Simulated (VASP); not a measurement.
# Sc (P6_3/mmc) in VASP: further runs

Sc is run at these levels: PBEsol; tasks: single point, relaxation of volume and atoms at fixed shape.

All numbers are computed with VASP 6.6.1; they aren't measurements. Logs are shortened: lines on timing, memory, paths and dates and some standing lists are left out, and cuts for length are marked.

### Step 1. The cell of the first run

The structure is hexagonal, space group P6_3/mmc (No. 194). The conventional cell has a = 3.253 Å, b = 3.253 Å, c = 5.184 Å, α = 90.00°, β = 90.00°, γ = 120.00°. Within 4.2 Å of Sc (site symmetry -6m2) lie 12 Sc at 3.20 to 3.25 Å.

### Step 2. Single point, PBEsol

Input file INCAR:

```
PREC = Accurate
ENCUT = 520
EDIFF = 1E-6
ISMEAR = -1
SIGMA = 0.1
LREAL = F
LASPH = T
NELM = 60
ALGO = Normal
ISIF = 2
LWAVE = F
LCHARG = T
GGA = PS
LELF = T
LVHAR = T
NBANDS = 18
```

Input file KPOINTS:

```
Automatic mesh
0
Gamma
  16 16 9
```

Input file POSCAR:

```
Sc
1.0
    3.2531262260      0.0000000000      0.0000000000
   -1.6265631130      2.8172899535      0.0000000000
    0.0000000000      0.0000000000      5.1842582988
Sc
2
Direct
    0.3333333333      0.6666666667      0.2500000000
    0.6666666667      0.3333333333      0.7500000000
```

Potentials or basis: VASP PAW PBE potentials, release 64 (Sc_sv).

The run is started by

```sh
> cat potpaw_PBE.64/Sc_sv/POTCAR > POTCAR
> mpirun -np 1 vasp_std > vasp.out
```

OUTCAR:

```text
PREC = Accurate
   ENCUT = 520
   EDIFF = 1E-6
   ISMEAR = -1
   LREAL = F
   LASPH = T
   NELM = 60
   ISIF = 2
   GGA = PS

 ion  position               nearest neighbor table
   1  0.333  0.667  0.250-   2 3.20   2 3.20   2 3.20   2 3.20   2 3.20   2 3.20
   2  0.667  0.333  0.750-   1 3.20   1 3.20   1 3.20   1 3.20   1 3.20   1 3.20

  LATTYP: Found a hexagonal cell.
 ALAT       =     3.2531262260
 C/A-ratio  =     1.5936234682

  Lattice vectors:

 A1 = (   3.2531262260,   0.0000000000,   0.0000000000)
 A2 = (  -1.6265631130,   2.8172899535,   0.0000000000)
 A3 = (   0.0000000000,   0.0000000000,   5.1842582988)

Analysis of symmetry for initial positions (statically):
=====================================================================
 Subroutine PRICEL returns:
 Original cell was already a primitive cell.

 Routine SETGRP: Setting up the symmetry group for a
 hexagonal supercell.

 Subroutine GETGRP returns: Found 24 space group operations
 (whereof 12 operations were pure point group operations)
 out of a pool of 24 trial point group operations.

The static configuration has the point symmetry D_3d.
 The point group associated with its full space group is D_6h.

Analysis of symmetry for dynamics (positions and initial velocities):
=====================================================================
 Subroutine PRICEL returns:
 Original cell was already a primitive cell.

 Routine SETGRP: Setting up the symmetry group for a
 hexagonal supercell.

 Subroutine GETGRP returns: Found 24 space group operations
 (whereof 12 operations were pure point group operations)
 out of a pool of 24 trial point group operations.

The dynamic configuration has the point symmetry D_3d.
 The point group associated with its full space group is D_6h.

 Subroutine INISYM returns: Found 24 space group operations
 (whereof 12 operations are pure point group operations),
 and found     1 'primitive' translations

----------------------------------------------------------------------------------------

                                     Primitive cell

  volume of cell :      47.5137

  direct lattice vectors                    reciprocal lattice vectors
     3.253126226  0.000000000  0.000000000     0.307396618  0.177475520  0.000000000
    -1.626563113  2.817289953  0.000000000     0.000000000  0.354951040  0.000000000
     0.000000000  0.000000000  5.184258299     0.000000000  0.000000000  0.192891624

  length of vectors
     3.253126226  3.253126226  5.184258299     0.354951040  0.354951040  0.192891624

  position of ions in fractional coordinates (direct lattice)
     0.333333333  0.666666667  0.250000000
     0.666666667  0.333333333  0.750000000

  ion indices of the primitive-cell ions
   primitive index   ion index
                 1           1
                 2           2

----------------------------------------------------------------------------------------

 KPOINTS: Automatic mesh

Automatic generation of k-mesh.
 Grid dimensions read from file:
 generate k-points for:   16   16    9

 Generating k-lattice:

  Cartesian coordinates                     Fractional coordinates (reciprocal lattice)
     0.019212289  0.011092220  0.000000000     0.062500000  0.000000000  0.000000000
     0.000000000  0.022184440  0.000000000     0.000000000  0.062500000  0.000000000
     0.000000000  0.000000000  0.021432403     0.000000000  0.000000000  0.111111111

  Length of vectors
     0.022184440  0.022184440  0.021432403

  Shift w.r.t. Gamma in fractional coordinates (k-lattice)
     0.000000000  0.000000000  0.000000000

 Subroutine IBZKPT returns following result:
 ===========================================

 Found    150 irreducible k-points:

 Following reciprocal coordinates:
            Coordinates               Weight
  0.000000  0.000000  0.000000      1.000000
  0.062500  0.000000  0.000000      6.000000
  0.125000  0.000000  0.000000      6.000000
  0.187500  0.000000  0.000000      6.000000
  0.250000  0.000000  0.000000      6.000000
  0.312500  0.000000  0.000000      6.000000
[... 16 lines left out ...]
  0.187500  0.187500  0.000000      6.000000
  0.250000  0.187500  0.000000     12.000000
 [... further k-points ...]
   k-points           NKPTS =    150   k-points in BZ     NKDIM =    150   number of bands    NBANDS=     18
   number of dos      NEDOS =    301   number of ions     NIONS =      2
   total plane-waves  NPLWV =  23040
   dimension x,y,z NGX =    24 NGY =   24 NGZ =   40
   dimension x,y,z NGXF=    48 NGYF=   48 NGZF=   80
   ions per type =               2
   NGX,Y,Z   is equivalent  to a cutoff of  12.26, 12.26, 12.83 a.u.
   NGXF,Y,Z  is equivalent  to a cutoff of  24.53, 24.53, 25.65 a.u.
 SYSTEM =  unknown system
   PREC   = accura    normal or accurate (medium, high low for compatibility)
   ISTART =      0    job   : 0-new  1-cont  2-samecut
   ICHARG =      2    charge: 1-file 2-atom 10-const
   ISPIN  =      1    spin polarized calculation?
   LNONCOLLINEAR =      F non collinear calculations
   LSORBIT =      F    spin-orbit coupling
   LASPH  =      T    aspherical Exc in radial PAW
   ENCUT  =  520.0 eV  38.22 Ry    6.18 a.u.   6.05  6.05  9.64*2*pi/ulx,y,z
   NELM   =     60;   NELMIN=  2; NELMDL= -5     # of ELM steps
   EDIFF  = 0.1E-05   stopping-criterion for ELM
   LREAL  =      F    real-space projection
   EDIFFG = 0.1E-04   stopping-criterion for IOM
   NSW    =      0    number of steps for IOM
   IBRION =     -1    ionic relax: 0-MD 1-quasi-New 2-CG
   NFREE  =      0    steps in history (QN), initial steepest desc. (CG)
   ISIF   =      2    stress and relaxation
   ISYM   =      2    0-nonsym 1-usesym 2-fastsym
   POTIM  = 0.5000    time-step for ionic-motion
   TEBEG  =    0.0;   TEEND  =   0.0 temperature during run
   PSTRESS=    0.0 pullay stress
   NELECT =      22.0000    total number of electrons
   NUPDOWN=      -1.0000    fix difference up-down
   EMIN   =  10.00;   EMAX   =-10.00  energy-range for DOS
   EFERMI =   0.00;   METHOD = LEGACY
   ISMEAR =    -1;   SIGMA  =   0.10  broadening in eV -4-tet -1-fermi 0-gaus
   EFERMI_NEDOS =   21; number of points for ismear=-14 and -15
   IALGO  =     38    algorithm
   IMIX   =      4    mixing-type and parameters
     AMIX     =   0.40;   BMIX     =  1.00
     AMIX_MAG =   1.60;   BMIX_MAG =  1.00
  volume/ion in A,a.u.               =      23.76       160.32
  Fermi-wavevector in a.u.,A,eV,Ry     =   1.266512  2.393361 21.824466  1.604053
  Thomas-Fermi vector in A             =   2.399709
   LORBIT       =      0    0 simple, 1 ext, 2 COOP (PROOUT), +10 PAW based schemes
   GGA     = PS    functional components
   LHFCALC =     F    Hartree Fock is set to
   AEXX    =    0.0000 exact exchange contribution
   IVDW    =     0    specifies the selected vdW correction
   LEPSILON=     F    determine dielectric tensor
   LRPA    =     F    only Hartree local field effects (RPA)
 non-spin polarized calculation
  energy-cutoff  :      520.00
  volume of cell :       47.51
 maximum number of plane-waves:      1302
   NGX = 13   NGY = 13   NGZ = 19

 number of electron      21.9999996 magnetization

 Free energy of the ion-electron system (eV)
  ---------------------------------------------------
  ext. energy  EPLUGINS =         0.00000000
  ---------------------------------------------------
  free energy    TOTEN  =       -13.27026167 eV

  energy without entropy =      -13.14622716  energy(sigma->0) =      -13.20824441

 E-fermi :   3.7961     XC(G=0): -10.1415

 val. band max:        3.7960561949   @ k =   0.4375   0.0000   0.4444
 cond. band min:       3.7964729587   @ k =   0.3750   0.1875   0.3333
 fundamental gap:      0.0004167639
 Fermi energy:         3.7961281030

 k-point     1 :       0.0000    0.0000    0.0000
  band No.  band energies     occupation
      1     -45.3134      2.00000
      2     -45.2354      2.00000
      3     -24.2600      2.00000
      4     -23.8624      2.00000
      5     -23.8624      2.00000
      6     -23.7950      2.00000
[... 10 lines left out ...]
     17       6.2762      0.00000
     18       6.2762      0.00000

 k-point     2 :       0.0625    0.0000    0.0000
  band No.  band energies     occupation
      1     -45.3111      2.00000
      2     -45.2345      2.00000
      3     -24.2541      2.00000
      4     -23.8746      2.00000
      5     -23.8665      2.00000
      6     -23.8078      2.00000
[... 10 lines left out ...]
     17       6.1958      0.00000
     18       6.2193      0.00000

 k-point     3 :       0.1250    0.0000    0.0000
  band No.  band energies     occupation
      1     -45.3045      2.00000
      2     -45.2318      2.00000
      3     -24.2370      2.00000
      4     -23.9094      2.00000
      5     -23.8778      2.00000
      6     -23.8437      2.00000
[... 10 lines left out ...]
     17       6.0723      0.00000
     18       6.1270      0.00000

 k-point     4 :       0.1875    0.0000    0.0000
  band No.  band energies     occupation
      1     -45.2945      2.00000
      2     -45.2281      2.00000
      3     -24.2101      2.00000
      4     -23.9618      2.00000
      5     -23.8963      2.00000
      6     -23.8943      2.00000
[... 375 lines left out ...]
      4     -24.0942      2.00000
      5     -24.0393      2.00000
      6     -23.9860      2.00000
[... 10 lines left out ...]
     17       7.7714      0.00000
     18       7.8709      0.00000

 k-point    23 :       0.1875    0.1875    0.0000
  band No.  band energies     occupation
      1     -45.2661      2.00000
      2     -45.2203      2.00000
      3     -24.1272      2.00000
      4     -24.0535      2.00000
      5     -24.0511      2.00000
      6     -23.9298      2.00000
[... 10 lines left out ...]
     17       7.0876      0.00000
     18       7.4813      0.00000

 k-point    24 :       0.2500    0.1875    0.0000
  band No.  band energies     occupation
      1     -45.2547      2.00000
      2     -45.2189      2.00000
      3     -24.1009      2.00000
      4     -24.0899      2.00000
      5     -24.0700      2.00000
      6     -23.9591      2.00000
[... 10 lines left out ...]
     17       7.4741      0.00000
     18       7.8339      0.00000

 [... further k-points ...]
[... 5 lines left out ...]
  --------------------------------------------------------------------------------------
  -------------------------------------------------------------------------------------
  Total        0.1540520      0.1540520     -0.3439959      0.0000000      0.0000000     -0.0000000
  in kB        5.1946819      5.1946819    -11.5996455      0.0000000      0.0000000     -0.0000000
  external PRESSURE =      -0.4034272 kB  Pullay stress =       0.0000000 kB

 VOLUME and BASIS-vectors are now :
 -----------------------------------------------------------------------------
  energy-cutoff  :      520.00
  volume of cell :       47.51
      direct lattice vectors                 reciprocal lattice vectors
     3.253126226  0.000000000  0.000000000     0.307396618  0.177475520  0.000000000
    -1.626563113  2.817289953  0.000000000     0.000000000  0.354951040  0.000000000
     0.000000000  0.000000000  5.184258299     0.000000000  0.000000000  0.192891624

 POSITION                                       TOTAL-FORCE (eV/Angst)
 -----------------------------------------------------------------------------------
     -0.00000      1.87819      1.29606        -0.000000      0.000000      0.000000
      1.62656      0.93910      3.88819         0.000000      0.000000      0.000000
 -----------------------------------------------------------------------------------
    total drift:                                0.000000     -0.000000      0.000000

  FREE ENERGIE OF THE ION-ELECTRON SYSTEM (eV)
  ---------------------------------------------------
  free  energy   TOTEN  =       -13.2702616707 eV

  energy  without entropy=      -13.1462271572  energy(sigma->0) =      -13.20824441
```

Wall time 33 s (1 thread of Intel Xeon 6975P-C (Granite Rapids), shared host); peak memory 0.23 GiB.

Results:

| Property | Result |
| --- | --- |
| Free energy | -13.2703 eV |
| Pressure | 0.0 GPa |
| Band gap on the k mesh | zero (band 11 reaches 4.58 eV, above the bottom of band 12 at 3.26 eV) |

Caveat: the PAW data sets were made with another functional, which shifts forces and pressure a little.

### Step 3. Relaxation of volume and atoms at fixed shape, PBEsol

This run uses another cell than the first one, of 25.00 Å³/atom, 1.052 times its volume.

Input file INCAR:

```
SYSTEM = Sc
  PREC = Accurate
  ENCUT = 600
  EDIFF = 1E-7
  ISMEAR = -1
  SIGMA = 0.1
  LREAL = .FALSE.
  LASPH = .TRUE.
  NELM = 100
  ALGO = Normal
  ISIF = 8
  LWAVE = .FALSE.
  LCHARG = .FALSE.
  GGA = PS
  IBRION = 2
  NSW = 60
  EDIFFG = -0.02
```

Input file KPOINTS:

```
Automatic mesh
0
G
  16 16 9
  0 0 0
```

Input file POSCAR:

```
Sc
1.0
    3.3090000000      0.0000000000      0.0000000000
   -1.6545000000      2.8656780000      0.0000000000
    0.0000000000      0.0000000000      5.2733000000
Sc
2
Direct
    0.3333333333      0.6666666667      0.2500000000
    0.6666666667      0.3333333333      0.7500000000
```

Potentials or basis: VASP PAW PBE potentials, release 64 (Sc_sv).

The run is started by

```sh
> cat potpaw_PBE.64/Sc_sv/POTCAR > POTCAR
> mpirun -np 1 vasp_std > vasp.out
```

Run time: 2 min. Hardware: 1 thread of Intel Xeon 6975P-C (Granite Rapids), shared host; peak memory 0.26 GiB.

It converged, with:

| Property | Result |
| --- | --- |
| Free energy | -13.2715 eV |
| Relaxed volume | 23.77 Å³/atom |
| Relaxed cell | a = 3.254 Å, b = 3.254 Å, c = 5.185 Å, α = 90.00°, β = 90.00°, γ = 120.00° |
| Space group after relaxing (to 0.05 Å) | P6_3/mmc (No. 194) |
| Energy gained by relaxing | 10.5 meV/atom |
| Ionic steps | 3 |
| Pressure after relaxing | 0.0 GPa |
| Band gap on the k mesh | zero (band 11 reaches 4.57 eV, above the bottom of band 12 at 3.26 eV) |

Stress tensor (GPa, compression positive):
```
 0.56  0.00  0.00
 0.00  0.56  0.00
 0.00  0.00 -1.12
```

Step by step:
| step | energy change (eV) | largest force (eV/Å) | pressure (GPa) | volume (Å³) |
| --- | --- | --- | --- | --- |
| 1 | 0.0000 | 0.0000 | -2.63 | 50.00 |
| 2 | -0.0202 | 0.0000 | 0.55 | 47.09 |
| 3 | -0.0210 | 0.0000 | 0.00 | 47.54 |

Final structure:
```yaml
crystal:
  lattice:
    - [3.25367, 0.00000, 0.00000]
    - [-1.62684, 2.81776, 0.00000]
    - [0.00000, 0.00000, 5.18513]
  atoms:
    - { symbol: Sc, position: [0.33333, 0.66667, 0.25000] }
    - { symbol: Sc, position: [0.66667, 0.33333, 0.75000] }
```

Levels at points of the mesh, in eV from the Fermi level:
```
           k point  band 9  band 10  band 11  band 12  band 13  band 14
(0.00, 0.00, 0.00)   -5.21    -1.74     0.53     1.65     1.65     1.77
(0.50, 0.00, 0.00)   -1.62    -1.10    -0.76    -0.26     1.26     1.45
```

Caveat: the PAW data sets were made with another functional, which shifts forces and pressure a little.
